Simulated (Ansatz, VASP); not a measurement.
**SiO2: VASP beside Ansatz**

```xyz
6
Lattice="-2.5137 2.5137 3.6895 2.5137 -2.5137 3.6895 2.5137 2.5137 -3.6895" Properties=species:S:1:pos:R:3 pbc="T T T"
Si    0.0000    0.0000    0.0000
Si    0.0000    2.5137    1.8447
O     1.2569    2.9757    2.7671
O     0.4620    1.2569    0.9224
O    -1.2569    2.0518    2.7671
O    -0.4620    3.7706    0.9224
```

Alike in both runs: functional PBE; k mesh 8 × 8 × 8; occupations gaussian, width 0.02 eV; no spin polarisation.

Ansatz relaxed the structure, and its values are those at the end. VASP's run is a single point on that final structure, the one shown.

|  | VASP | Ansatz |
| --- | --- | --- |
| version | VASP 6.6.1 | Ansatz 0.2.0 |
| potentials or method | VASP PAW PBE potentials, release 64 (Si, O), cutoff 600 eV | scalar-relativistic, plane waves, PAW |
| valence electrons in the cell | 32 | 32 |

VASP gave:

```
gap on the k mesh at the Fermi level (eV) : 5.73
least direct gap on the mesh (eV)         : 5.73
pressure (GPa)                            : -0.1
rms of the force components (eV/Å)        : 0.004
```

Task: Which values does Ansatz return?

Result: gap on the k mesh at the Fermi level (eV): 5.73; least direct gap on the mesh (eV): 5.73; pressure (GPa): 0.0; rms of the force components (eV/Å): 0.000.
